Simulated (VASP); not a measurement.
Set up this calculation in VASP 6.6.1, as the native input.

```
Task                   : single point
Functional             : LDA
Potentials or basis    : VASP PAW LDA potentials, release 64 (Al, Ga_d, N)
Cutoff                 : 520 eV
k mesh                 : 8 × 8 × 6
Occupations            : gaussian, width 0.05 eV
Spin                   : no spin polarisation
Dipole correction      : no
Further INCAR settings : ALGO = Normal; EDIFF = 1e-06; NBANDS = 21
```

The structure of AlGaN2 lies in POSCAR:

```
AlGaN2
1.0
    3.2351033602      0.0000000000      0.0000000000
    0.0000000000      3.2351033602      0.0000000000
    0.0000000000      0.0000000000      4.5565530782
Al Ga N
1 1 2
Direct
    0.5000000000      0.5000000000      0.5000000000
    0.0000000000      0.0000000000      0.0000000000
    0.5000000000      0.0000000000      0.7382648100
    0.0000000000      0.5000000000      0.2617351900
```

This cell differs from its parent crystal: strain +0.030 along x and y, +0.030 along z.

These files were run (other wordings do the same):

INCAR

```
SYSTEM = AlGaN2
ALGO = Normal ; EDIFF = 1E-6
ENCUT = 520 ; ISIF = 2
ISMEAR = 0 ; LASPH = .TRUE.
LCHARG = .FALSE. ; LREAL = .FALSE.
LWAVE = .FALSE. ; NBANDS = 21
NELM = 100 ; PREC = Accurate
SIGMA = 0.05
```

KPOINTS

```
k-points
0
G
  8 8 6
  0 0 0
```

Potentials or basis: VASP PAW LDA potentials, release 64 (Al, Ga_d, N).

Command:

```bash
$ cat potpaw_LDA.64/Al/POTCAR potpaw_LDA.64/Ga_d/POTCAR potpaw_LDA.64/N/POTCAR > POTCAR
$ mpirun -np 1 vasp_std > vasp.out
```

Results of the run:

- Pressure: -18.0 GPa
- Largest force: 0.139 eV/Å
- Band gap on the k mesh: 2.23 eV

Caveat: the cell differs from its parent crystal (strain +0.030 along x and y, +0.030 along z); the cell stands under tension.

Wall time 43 s on 1 thread of Intel Xeon 8259CL, on a shared host, peak memory 0.18 GiB.
